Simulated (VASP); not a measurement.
# SnO2 (I4_1/amd) in VASP: a series of runs

Runs on SnO2. Level: r2SCAN. Tasks: single point.

All numbers are computed with VASP 6.6.1; they aren't measurements. Logs are shortened: lines on timing, memory, paths and dates and some standing lists are left out, and cuts for length are marked.

## (1) The cell of the first run

The structure is tetragonal, space group I4_1/amd (No. 141). The conventional cell has a = 3.986 Å, b = 3.986 Å, c = 10.169 Å, α = 90.00°, β = 90.00°, γ = 90.00°. Within 2.7 Å of Sn (site symmetry -4m2) lie 6 O at 2.05 to 2.08 Å. O (site symmetry 2mm) has 3 Sn at 2.05 to 2.08 Å and 2 O at 2.56 Å within 2.7 Å.

## (2) Single point, r2SCAN (strain -0.3%)

Input file POSCAR:

```
SnO2
1.0
   -1.9930389013      1.9930389013      5.0844160105
    1.9930389013     -1.9930389013      5.0844160105
    1.9930389013      1.9930389013     -5.0844160105
Sn O
2 4
Direct
    0.7500000000      0.2500000000      0.5000000000
    0.0000000000      0.0000000000      0.0000000000
    0.7959402506      0.7959402506      0.0000000000
    0.9540597494      0.4540597494      0.5000000000
    0.2040597494      0.2040597494      0.0000000000
    0.5459402506      0.0459402506      0.5000000000
```

Input file INCAR.step1:

```
PREC = Accurate
ENCUT = 520
ISMEAR = 0
SIGMA = 0.01
LREAL = F
LASPH = T
NELM = 60
NBANDS = 35
GGA = PE
ALGO = Normal
EDIFF = 1E-4
LWAVE = T
LCHARG = F
```

Input file INCAR.step2:

```
PREC = Accurate
ENCUT = 520
EDIFF = 1E-6
ISMEAR = 0
SIGMA = 0.01
LREAL = F
LASPH = T
NELM = 60
ALGO = Normal
ISIF = 2
LWAVE = F
LCHARG = F
METAGGA = R2SCAN
LMIXTAU = T
NBANDS = 35
ISTART = 1
```

Input file KPOINTS:

```
regular mesh
0
Gamma
  10 10 10
```

Potentials or basis: VASP PAW PBE potentials, release 64 (Sn_d, O).

Run with:

```sh
$ cat potpaw_PBE.64/Sn_d/POTCAR potpaw_PBE.64/O/POTCAR > POTCAR
$ cp INCAR.step1 INCAR
$ mpirun -np 1 vasp_std > vasp.out
$ cp INCAR.step2 INCAR
$ mpirun -np 1 vasp_std > vasp.out
```

OUTCAR:

```text
PREC = Accurate
   ENCUT = 520
   EDIFF = 1E-6
   ISMEAR = 0
   LREAL = F
   LASPH = T
   NELM = 60
   ISIF = 2
   METAGGA = R2SCAN
   ISTART = 1

 ion  position               nearest neighbor table
   1  0.750  0.250  0.500-   3 2.05   5 2.05   3 2.05   5 2.05   4 2.08   6 2.08   2 3.23   2 3.23
                             2 3.23   2 3.23
   2  0.000  0.000  0.000-   6 2.05   4 2.05   6 2.05   4 2.05   3 2.08   5 2.08   1 3.23   1 3.23
                             1 3.23   1 3.23
   3  0.796  0.796  0.000-   1 2.05   1 2.05   2 2.08
   4  0.954  0.454  0.500-   2 2.05   2 2.05   1 2.08
   5  0.204  0.204  0.000-   1 2.05   1 2.05   2 2.08
   6  0.546  0.046  0.500-   2 2.05   2 2.05   1 2.08

  LATTYP: Found a body centered tetragonal cell.
 ALAT       =     3.9860778026
 C/A-ratio  =     2.5510871901

  Lattice vectors:

 A1 = (  -1.9930389013,   1.9930389013,   5.0844160105)
 A2 = (   1.9930389013,  -1.9930389013,   5.0844160105)
 A3 = (   1.9930389013,   1.9930389013,  -5.0844160105)

Analysis of symmetry for initial positions (statically):
=====================================================================
 Subroutine PRICEL returns:
 Original cell was already a primitive cell.

 Routine SETGRP: Setting up the symmetry group for a
 body centered tetragonal supercell.

 Subroutine GETGRP returns: Found 16 space group operations
 (whereof  8 operations were pure point group operations)
 out of a pool of 16 trial point group operations.

The static configuration has the point symmetry D_2d.
 The point group associated with its full space group is D_4h.

Analysis of symmetry for dynamics (positions and initial velocities):
=====================================================================
 Subroutine PRICEL returns:
 Original cell was already a primitive cell.

 Routine SETGRP: Setting up the symmetry group for a
 body centered tetragonal supercell.

 Subroutine GETGRP returns: Found 16 space group operations
 (whereof  8 operations were pure point group operations)
 out of a pool of 16 trial point group operations.

The dynamic configuration has the point symmetry D_2d.
 The point group associated with its full space group is D_4h.

 Subroutine INISYM returns: Found 16 space group operations
 (whereof  8 operations are pure point group operations),
 and found     1 'primitive' translations

----------------------------------------------------------------------------------------

[... 104 lines left out ...]
   IBRION =     -1    ionic relax: 0-MD 1-quasi-New 2-CG
   NFREE  =      0    steps in history (QN), initial steepest desc. (CG)
   ISIF   =      2    stress and relaxation
   ISYM   =      2    0-nonsym 1-usesym 2-fastsym
   POTIM  = 0.5000    time-step for ionic-motion
   TEBEG  =    0.0;   TEEND  =   0.0 temperature during run
   PSTRESS=    0.0 pullay stress
   NELECT =      52.0000    total number of electrons
   NUPDOWN=      -1.0000    fix difference up-down
   EMIN   =  10.00;   EMAX   =-10.00  energy-range for DOS
   EFERMI =   0.00;   METHOD = LEGACY
   ISMEAR =     0;   SIGMA  =   0.01  broadening in eV -4-tet -1-fermi 0-gaus
   EFERMI_NEDOS =   21; number of points for ismear=-14 and -15
   IALGO  =     38    algorithm
   IMIX   =      4    mixing-type and parameters
     AMIX     =   0.40;   BMIX     =  1.00
     AMIX_MAG =   1.60;   BMIX_MAG =  1.00
  volume/ion in A,a.u.               =      13.46        90.86
  Fermi-wavevector in a.u.,A,eV,Ry     =   1.413508  2.671144 27.184523  1.998006
  Thomas-Fermi vector in A             =   2.535147
   LORBIT       =      0    0 simple, 1 ext, 2 COOP (PROOUT), +10 PAW based schemes
   METAGGA = R2SCAN    functional components
   LHFCALC =     F    Hartree Fock is set to
   AEXX    =    0.0000 exact exchange contribution
   IVDW    =     0    specifies the selected vdW correction
   LEPSILON=     F    determine dielectric tensor
   LRPA    =     F    only Hartree local field effects (RPA)
 non-spin polarized calculation
 Gauss-broadening in eV      SIGMA  =   0.01
  energy-cutoff  :      520.00
  volume of cell :       80.79
 maximum number of plane-waves:      2218
 NGX is ok and might be reduce to    48
   NGX = 21   NGY = 21   NGZ = 21

 number of electron      52.0000004 magnetization

 Free energy of the ion-electron system (eV)
  ---------------------------------------------------
  ext. energy  EPLUGINS =         0.00000000
  ---------------------------------------------------
  free energy    TOTEN  =       -84.09599920 eV

  energy without entropy =      -84.09599920  energy(sigma->0) =      -84.09599920

 E-fermi :   3.8746     XC(G=0): -11.1299

 val. band max:        3.7675723658   @ k =   0.3000   0.3000   0.2000
 cond. band min:       6.2191235258   @ k =   0.0000   0.0000   0.0000
 fundamental gap:      2.4515511600
 Fermi energy:         3.8745667887

 k-point     1 :       0.0000    0.0000    0.0000
  band No.  band energies     occupation
      1     -17.2998      2.00000
      2     -17.2732      2.00000
      3     -17.1051      2.00000
      4     -16.3892      2.00000
      5     -16.2130      2.00000
      6     -16.2130      2.00000
[... 901 lines left out ...]
     34      16.0807      0.00000
     35      17.4585      0.00000

 [... further k-points ...]

------------------------ aborting loop because EDIFF is reached ----------------------------------------

  FORCE on cell =-STRESS in cart. coord.  units (eV):
  Direction    XX          YY          ZZ          XY          YZ          ZX
  --------------------------------------------------------------------------------------
  -------------------------------------------------------------------------------------
  Total        1.3582847      1.3582847      1.4563017      0.0000000     -0.0000000      0.0000000
  in kB       26.9382129     26.9382129     28.8821371      0.0000000     -0.0000000      0.0000000
  external PRESSURE =      27.5861876 kB  Pullay stress =       0.0000000 kB

 VOLUME and BASIS-vectors are now :
 -----------------------------------------------------------------------------
  energy-cutoff  :      520.00
  volume of cell :       80.79
      direct lattice vectors                 reciprocal lattice vectors
    -1.993038901  1.993038901  5.084416011     0.000000000  0.250873176  0.098339711
     1.993038901 -1.993038901  5.084416011     0.250873176  0.000000000  0.098339711
     1.993038901  1.993038901 -5.084416011     0.250873176  0.250873176  0.000000000

 POSITION                                       TOTAL-FORCE (eV/Angst)
 -----------------------------------------------------------------------------------
      0.00000      1.99304      2.54221         0.000000      0.000000     -0.000000
      0.00000      0.00000      0.00000         0.000000      0.000000     -0.000000
      0.00000      0.00000      8.09378         0.000000     -0.000000     -0.043212
      0.00000      1.99304      4.61726        -0.000000      0.000000      0.043212
      0.00000      0.00000      2.07505         0.000000     -0.000000      0.043212
      0.00000      1.99304      0.46716        -0.000000      0.000000     -0.043212
 -----------------------------------------------------------------------------------
    total drift:                                0.000000     -0.000000      0.000000

  FREE ENERGIE OF THE ION-ELECTRON SYSTEM (eV)
  ---------------------------------------------------
  free  energy   TOTEN  =       -84.0959991985 eV

  energy  without entropy=      -84.0959991985  energy(sigma->0) =      -84.09599920
```

Wall time 27 min (1 thread of AMD EPYC 9R45 (Zen 5), shared host); peak memory 0.46 GiB.

Results:

```
Free energy            : -84.0960 eV
Pressure               : 2.8 GPa
Largest force          : 0.043 eV/Å
Band gap on the k mesh : 2.45 eV (least direct gap 2.88 eV)
```

Forces in eV/Å, atoms in the order of the input:
```
Sn   0.000  0.000  0.000
Sn   0.000  0.000  0.000
O    0.000  0.000 -0.043
O    0.000  0.000  0.043
O    0.000  0.000  0.043
O    0.000  0.000 -0.043
```

Caveat: the cell differs from its parent crystal (strain -0.3%); the PAW data sets were made with another functional, which shifts forces and pressure a little; spin-orbit coupling is left out, which moves the levels of the heavy elements. A k mesh can miss the band edges.

## (3) Single point, r2SCAN

This run uses another cell than the first one, of 13.60 Å³/atom.

Input file POSCAR:

```
SnO2
1.0
   -1.9996377057      1.9996377057      5.1012501359
    1.9996377057     -1.9996377057      5.1012501359
    1.9996377057      1.9996377057     -5.1012501359
Sn O
2 4
Direct
    0.7500000000      0.2500000000      0.5000000000
    0.0000000000      0.0000000000      0.0000000000
    0.7963396012      0.7963396012      0.0000000000
    0.9536603988      0.4536603988      0.5000000000
    0.2036603988      0.2036603988      0.0000000000
    0.5463396012      0.0463396012      0.5000000000
```

Input file INCAR.step1:

```
SYSTEM = SnO2
PREC     = Accurate       ! precision mode
ENCUT    = 520            ! plane-wave cutoff, eV
ISMEAR   = 0              ! smearing method
SIGMA    = 0.01           ! smearing width, eV
LREAL    = .False.        ! projectors in reciprocal space
LASPH    = .True.         ! aspherical terms in the spheres
NELM     = 60             ! most SCF steps
NBANDS   = 35             ! bands
GGA      = PE             ! functional
ALGO     = Normal         ! electronic algorithm
EDIFF    = 1E-4           ! SCF threshold, eV
LWAVE    = .True.         ! write WAVECAR
LCHARG   = .False.        ! write CHGCAR
```

Input file INCAR.step2:

```
SYSTEM = SnO2
PREC     = Accurate       ! precision mode
ENCUT    = 520            ! plane-wave cutoff, eV
EDIFF    = 1E-7           ! SCF threshold, eV
ISMEAR   = 0              ! smearing method
SIGMA    = 0.01           ! smearing width, eV
LREAL    = .False.        ! projectors in reciprocal space
LASPH    = .True.         ! aspherical terms in the spheres
NELM     = 60             ! most SCF steps
ALGO     = Normal         ! electronic algorithm
ISIF     = 2              ! what is computed and relaxed
LWAVE    = .False.        ! write WAVECAR
LCHARG   = .False.        ! write CHGCAR
METAGGA  = R2SCAN         ! meta-GGA
LMIXTAU  = .True.       
NBANDS   = 35             ! bands
ISTART   = 1
```

Input file KPOINTS:

```
Automatic mesh
0
Gamma
  10 10 10
  0 0 0
```

Potentials or basis: VASP PAW PBE potentials, release 64 (Sn_d, O).

Run with:

```sh
$ cat potpaw_PBE.64/Sn_d/POTCAR potpaw_PBE.64/O/POTCAR > POTCAR
$ cp INCAR.step1 INCAR
$ mpirun -np 1 vasp_std > vasp.out
$ cp INCAR.step2 INCAR
$ mpirun -np 1 vasp_std > vasp.out
```

OUTCAR:

```text
SYSTEM = SnO2
   PREC = Accurate
   ENCUT = 520
   EDIFF = 1E-7
   ISMEAR = 0
   LREAL = .False.
   LASPH = .True.
   NELM = 60
   ISIF = 2
   METAGGA = R2SCAN
   ISTART = 1

 ion  position               nearest neighbor table
   1  0.750  0.250  0.500-   3 2.05   5 2.05   3 2.05   5 2.05   4 2.08   6 2.08   2 3.24   2 3.24
                             2 3.24   2 3.24
   2  0.000  0.000  0.000-   6 2.05   4 2.05   6 2.05   4 2.05   3 2.08   5 2.08   1 3.24   1 3.24
                             1 3.24   1 3.24
   3  0.796  0.796  0.000-   1 2.05   1 2.05   2 2.08
   4  0.954  0.454  0.500-   2 2.05   2 2.05   1 2.08
[... 1125 lines left out ...]
  Total        0.4465159      0.4465159      0.6705579      0.0000000     -0.0000000      0.0000000
  in kB        8.7681552      8.7681552     13.1676300      0.0000000     -0.0000000      0.0000000
  external PRESSURE =      10.2346468 kB  Pullay stress =       0.0000000 kB

 VOLUME and BASIS-vectors are now :
 -----------------------------------------------------------------------------
  energy-cutoff  :      520.00
  volume of cell :       81.59
      direct lattice vectors                 reciprocal lattice vectors
    -1.999637706  1.999637706  5.101250136     0.000000000  0.250045295  0.098015190
     1.999637706 -1.999637706  5.101250136     0.250045295  0.000000000  0.098015190
     1.999637706  1.999637706 -5.101250136     0.250045295  0.250045295  0.000000000

 POSITION                                       TOTAL-FORCE (eV/Angst)
 -----------------------------------------------------------------------------------
     -0.00000      1.99964      2.55063         0.000000      0.000000      0.000000
      0.00000      0.00000      0.00000         0.000000      0.000000      0.000000
      0.00000      0.00000      8.12465         0.000000     -0.000000     -0.042497
      0.00000      1.99964      4.62847        -0.000000      0.000000      0.042497
      0.00000      0.00000      2.07785         0.000000     -0.000000      0.042497
      0.00000      1.99964      0.47278        -0.000000      0.000000     -0.042497
 -----------------------------------------------------------------------------------
    total drift:                               -0.000000      0.000000      0.000000

  FREE ENERGIE OF THE ION-ELECTRON SYSTEM (eV)
  ---------------------------------------------------
  free  energy   TOTEN  =       -84.1061383487 eV

  energy  without entropy=      -84.1061383487  energy(sigma->0) =      -84.10613835
```

OSZICAR.step1:

```text
N       E                     dE             d eps       ncg     rms          rms(c)
DAV:   1     0.650309530380E+03    0.65031E+03   -0.25624E+04  7817   0.224E+03
DAV:   2     0.613589407040E+02   -0.58895E+03   -0.55482E+03  7844   0.611E+02
DAV:   3    -0.379239966461E+02   -0.99283E+02   -0.97717E+02  7731   0.210E+02
DAV:   4    -0.431828413887E+02   -0.52588E+01   -0.52198E+01  9025   0.532E+01
DAV:   5    -0.433227335499E+02   -0.13989E+00   -0.13971E+00  8713   0.906E+00    0.162E+01
DAV:   6    -0.367671687694E+02    0.65556E+01   -0.18854E+01 11553   0.668E+01    0.615E+00
DAV:   7    -0.369104179888E+02   -0.14325E+00   -0.23217E+00  7913   0.830E+00    0.328E+00
DAV:   8    -0.368933464911E+02    0.17071E-01   -0.21259E-01 10359   0.488E+00    0.798E-01
DAV:   9    -0.368838617008E+02    0.94848E-02   -0.54349E-02 11293   0.359E+00    0.146E-01
DAV:  10    -0.368849116766E+02   -0.10500E-02   -0.49128E-03  9563   0.659E-01    0.499E-02
DAV:  11    -0.368851297410E+02   -0.21806E-03   -0.45561E-04  8461   0.189E-01    0.166E-02
DAV:  12    -0.368851373753E+02   -0.76343E-05   -0.43781E-05  5283   0.461E-02
   1 F= -.36885137E+02 E0= -.36885137E+02  d E =-.328277E-13
```

Run time: 31 min. Hardware: 1 thread of AMD EPYC 9R45 (Zen 5), shared host; peak memory 0.46 GiB.

What came out:

- Free energy: -84.1061 eV
- Pressure: 1.0 GPa
- Largest force: 0.042 eV/Å
- Band gap on the k mesh: 2.36 eV (least direct gap 2.77 eV)

Forces on the atoms (eV/Å):
```
Sn   0.000  0.000  0.000
Sn   0.000  0.000  0.000
O    0.000  0.000 -0.042
O    0.000  0.000  0.042
O    0.000  0.000  0.042
O    0.000  0.000 -0.042
```

Levels at points of the mesh, in eV from the valence-band top:
| k point | band 23 | band 24 | band 25 | band 26 | band 27 | band 28 | band 29 | band 30 |
| --- | --- | --- | --- | --- | --- | --- | --- | --- |
| (0.00, 0.00, 0.00) | -0.67 | -0.67 | -0.41 | -0.41 | 2.36 | 6.39 | 9.99 | 10.65 |
| (0.50, 0.00, 0.00) | -0.80 | -0.79 | -0.58 | -0.35 | 5.77 | 7.11 | 8.66 | 9.48 |
| (0.50, 0.50, 0.00) | -0.77 | -0.77 | -0.04 | -0.04 | 8.25 | 8.25 | 8.51 | 8.51 |
| (0.50, 0.50, 0.50) | -1.04 | -1.04 | -0.30 | -0.30 | 5.04 | 5.04 | 8.32 | 8.32 |

Caveat: the PAW data sets were made with another functional, which shifts forces and pressure a little; spin-orbit coupling is left out, which moves the levels of the heavy elements. A k mesh can miss the band edges.
